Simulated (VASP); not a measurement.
A run of VASP 6.6.1 is set up as follows.

Contents of INCAR:

```
  ALGO = Normal
  EDIFF = 1E-6
  ENCUT = 520
  GGA = PS
  ISIF = 2
  ISMEAR = -1
  LASPH = True
  LCHARG = False
  LREAL = False
  LWAVE = False
  NBANDS = 34
  NELM = 80
  PREC = Accurate
  SIGMA = 0.05
```

File KPOINTS:

```
k-points
0
Gamma
  9 9 3
```

POSCAR

```
In
1.0
    3.3412670494      0.0000000000      0.0000000000
   -1.6706335247      2.8936221456      0.0000000000
    0.0000000000      0.0000000000     10.7272249119
In
4
Direct
    0.6666666667      0.3333333333      0.7500000000
    0.0000000000      0.0000000000      0.5000000000
    0.3333333333      0.6666666667      0.2500000000
    0.0000000000      0.0000000000      0.0000000000
```

Potentials or basis: VASP PAW PBE potentials, release 64 (In_d).

Launch:

```bash
$ cat potpaw_PBE.64/In_d/POTCAR > POTCAR
$ mpirun -np 1 vasp_std > vasp.out
```

Problem. What does it give for the pressure?

Solution. -0.6 GPa.

Problem. Predict the band gap on the k mesh.

Solution. Zero (band 26 reaches 11.33 eV, above the bottom of band 27 at 6.41 eV).

Stress tensor (GPa, compression positive):
```
-0.78  0.00  0.00
 0.00 -0.78  0.00
 0.00  0.00 -0.09
```

Caveat: the PAW data sets were made with another functional, which shifts forces and pressure a little; spin-orbit coupling is left out, which moves the levels of the heavy elements.
